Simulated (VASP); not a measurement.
Runs of VASP 6.6.1 on Al. The structure is that of space group Fm-3m (No. 225), or close to it. The cells are those of the table. 

```csv
task,cell,gap on the mesh (eV),pressure (GPa)
electric field gradients,"a = 2.900 Å, angles 60.0°, 1 atom",none,-3.3
electric field gradients,"a = 2.862 Å, angles 60.0°, 1 atom",none,-0.6
single point,"a = 2.877, b = 2.877, c = 2.891 Å, angles 59.8, 59.8, 60.3°, 1 atom",none,(b)
single point,"a = 2.834 Å, angles 61.3°, 1 atom",none,-0.5
electric field gradients,"a = 2.804 Å, angles 60.0°, 1 atom",none,(a)
```

Alike in all rows: level PBE; potentials or basis VASP PAW PBE potentials, release 64 (Al); no spin polarisation; k mesh 14 × 14 × 14; cutoff (eV) 520; smearing fermi-dirac 0.05 eV.

Q: Fill in the values left out.

A: (a) 4.7; (b) -2.0.

A gap of «none» marks levels without a gap at the run's occupations.
